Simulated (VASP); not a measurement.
A run of VASP 6.6.1 is set up as follows.

File INCAR:

```
SYSTEM = NaCl
  PREC = Accurate
  ENCUT = 520
  EDIFF = 1E-6
  ISMEAR = -1
  SIGMA = 0.05
  LREAL = .False.
  LASPH = .True.
  NELM = 100
  ALGO = Normal
  ISIF = 2
  LWAVE = .False.
  LCHARG = .False.
  GGA = RP
  NBANDS = 14
```

Contents of KPOINTS:

```
Automatic mesh
0
Gamma
  8 8 8
  0 0 0
```

The input POSCAR:

```
NaCl
1.0
    3.5924292293      0.0000000000      0.0000000000
    0.0000000000      3.5924292293      0.0000000000
    0.0000000000      0.0000000000      3.5924292293
Cl Na
1 1
Direct
    0.5000000000      0.5000000000      0.5000000000
    0.0000000000      0.0000000000      0.0000000000
```

Potentials or basis: VASP PAW PBE potentials, release 64 (Cl, Na_pv).

The run is started by

```console
$ cat potpaw_PBE.64/Cl/POTCAR potpaw_PBE.64/Na_pv/POTCAR > POTCAR
$ mpirun -np 1 vasp_std > vasp.out
```

(1) Estimate the pressure.

(2) Predict the band gap on the k mesh.

Answers

(1) -0.1 GPa.

(2) 4.02 eV, indirect (least direct gap 4.44 eV).

Caveat: the PAW data sets were made with another functional, which shifts forces and pressure a little.
